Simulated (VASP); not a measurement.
Write the native input for VASP 6.6.1 that does the following.

- Task: single point
- Functional: r2SCAN
- Potentials or basis: VASP PAW PBE potentials, release 64 (Te)
- Cutoff: 520 eV
- k mesh: 11 × 11 × 3
- Occupations: fermi-dirac, width 0.1 eV
- Spin: no spin polarisation
- Dipole correction: no
- Further INCAR settings: ALGO = Normal; EDIFF = 1e-06; NBANDS = 20

The system is Te.

```
CELL_PARAMETERS angstrom
4.20691 0.00000 0.00000
-2.10345 3.64329 0.00000
0.00000 0.00000 8.34394
ATOMIC_POSITIONS crystal
Te 0.00000 0.00000 0.00000
Te 0.00000 0.00000 0.50000
Te 0.33333 0.66667 0.25000
Te 0.66667 0.33333 0.75000
```

One way to write it, as run:

POSCAR

```
Te
1.0
    4.2069085056      0.0000000000      0.0000000000
   -2.1034542528      3.6432896373      0.0000000000
    0.0000000000      0.0000000000      8.3439403511
Te
4
Direct
    1.0000000000      1.0000000000      0.0000000000
    1.0000000000      1.0000000000      0.5000000000
    0.3333333333      0.6666666667      0.2500000000
    0.6666666667      0.3333333333      0.7500000000
```

INCAR.step1

```
PREC     = Accurate       # precision mode
ENCUT    = 520            # plane-wave cutoff, eV
ISMEAR   = -1             # smearing method
SIGMA    = 0.1            # smearing width, eV
LREAL    = False          # projectors in reciprocal space
LASPH    = True           # aspherical terms in the spheres
NELM     = 100            # most SCF steps
NBANDS   = 20             # bands
GGA      = PE             # functional
ALGO     = Normal         # electronic algorithm
EDIFF    = 1E-4           # SCF threshold, eV
LWAVE    = True           # write WAVECAR
LCHARG   = False          # write CHGCAR
```

INCAR.step2

```
PREC     = Accurate       # precision mode
ENCUT    = 520            # plane-wave cutoff, eV
EDIFF    = 1E-6           # SCF threshold, eV
ISMEAR   = -1             # smearing method
SIGMA    = 0.1            # smearing width, eV
LREAL    = False          # projectors in reciprocal space
LASPH    = True           # aspherical terms in the spheres
NELM     = 100            # most SCF steps
ALGO     = Normal         # electronic algorithm
ISIF     = 2              # what is computed and relaxed
LWAVE    = False          # write WAVECAR
LCHARG   = False          # write CHGCAR
METAGGA  = R2SCAN         # meta-GGA
LMIXTAU  = True         
NBANDS   = 20             # bands
ISTART   = 1
```

KPOINTS

```
Automatic mesh
0
Gamma
  11 11 3
```

Potentials or basis: VASP PAW PBE potentials, release 64 (Te).

The run is started by

```console
$ cat potpaw_PBE.64/Te/POTCAR > POTCAR
$ cp INCAR.step1 INCAR
$ mpirun -np 1 vasp_std > vasp.out
$ cp INCAR.step2 INCAR
$ mpirun -np 1 vasp_std > vasp.out
```

Results of the run:

| Property | Result |
| --- | --- |
| Pressure | 0.0 GPa |
| Band gap on the k mesh | zero (band 12 reaches 7.05 eV, above the bottom of band 13 at 5.05 eV) |

Caveat: the PAW data sets were made with another functional, which shifts forces and pressure a little; spin-orbit coupling is left out, which moves the levels of the heavy elements.

Run time: 4.7 min on 1 thread of AMD EPYC 7R13 Processor (Zen 3) (shared host), peak memory 0.26 GiB.
